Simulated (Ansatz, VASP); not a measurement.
## Al3GaN4: VASP beside Ansatz

Contents of INCAR:

```
SYSTEM = Al3GaN4
  PREC = Accurate
  ENCUT = 520
  EDIFF = 1E-6
  ISMEAR = 0
  SIGMA = 0.05
  LREAL = .FALSE.
  LASPH = .TRUE.
  NELM = 80
  ALGO = Normal
  ISIF = 2
  LWAVE = .FALSE.
  LCHARG = .FALSE.
  GGA = PS
  NBANDS = 31
```

Contents of KPOINTS:

```
Automatic mesh
0
G
  6 6 6
  0 0 0
```

File POSCAR:

```
Al3GaN4
1.0
    4.4069948390      0.0000000000      0.1652623065
    0.0000000000      4.4069948390      0.0000000000
    0.1652623065      0.0000000000      4.4069948390
Al Ga N
3 1 4
Direct
    0.5000000000      0.5000000000      0.0000000000
    0.5000000000      0.0000000000      0.5000000000
    0.0000000000      0.5000000000      0.5000000000
    0.0000000000      0.0000000000      0.0000000000
    0.7447077168      0.7447077168      0.2552922832
    0.7447077168      0.2552922832      0.7447077168
    0.2552922832      0.7447077168      0.7447077168
    0.2552922832      0.2552922832      0.2552922832
```

Input for Ansatz:

```yaml
crystal:
  lattice:
    - [4.406994839, 0.0, 0.1652623065]
    - [0.0, 4.406994839, 0.0]
    - [0.1652623065, 0.0, 4.406994839]
  atoms:
    - { symbol: Al, position: [0.5, 0.5, 0.0] }
    - { symbol: Al, position: [0.5, 0.0, 0.5] }
    - { symbol: Al, position: [0.0, 0.5, 0.5] }
    - { symbol: Ga, position: [0.0, 0.0, 0.0] }
    - { symbol: "N", position: [0.7447077168, 0.7447077168, 0.2552922832] }
    - { symbol: "N", position: [0.7447077168, 0.2552922832, 0.7447077168] }
    - { symbol: "N", position: [0.2552922832, 0.7447077168, 0.7447077168] }
    - { symbol: "N", position: [0.2552922832, 0.2552922832, 0.2552922832] }
basis:
  ecutwfc: 420
kpoints:
  mp_grid: { grid: [6, 6, 6] }
hamiltonian:
  xc: pbesol
scf:
  occupations: { method: gaussian, width: 0.05 }
output:
  forces: true
  stress: true
  eigenvalues: true
  write_density: true
  write_potential: true
  elf: true
  volumetric_format: npy
```

Change from the starting cell: strain +0.0750 x Voigt [0, 0, 0, 0, 1, 0], atoms carried along.

Alike in both runs: task single point; functional PBEsol; k mesh 6 × 6 × 6; occupations gaussian, width 0.05 eV; no spin polarisation.

|  | VASP | Ansatz |
| --- | --- | --- |
| version | VASP 6.6.1 | Ansatz 0.2.0 |
| potentials or method | VASP PAW PBE potentials, release 64 (Al, Ga_d, N), cutoff 520 eV | scalar-relativistic, plane waves, PAW |
| valence electrons in the cell | 42 | 42 |

|  | VASP | Ansatz | Ansatz less VASP |
| --- | --- | --- | --- |
| gap on the k mesh at the Fermi level (eV) | 2.96 | 2.97 | +0.006 |
| least direct gap on the mesh (eV) | 2.96 | 2.97 | +0.006 |
| pressure (GPa) | 1.4 | 1.4 | +0.06 |
| traceless stress, the component that is largest in VASP (GPa) | -16.22 | -16.07 | +0.149 |
| rms of the force components (eV/Å) | 0.394 | 0.390 | -0.0040 |

VASP's potentials were made for PBE, not for PBEsol. Atom by atom the forces differ by 0.009 eV/Å (rms over components). The functional is the same, so the differences come from potentials, cutoffs and numerics.
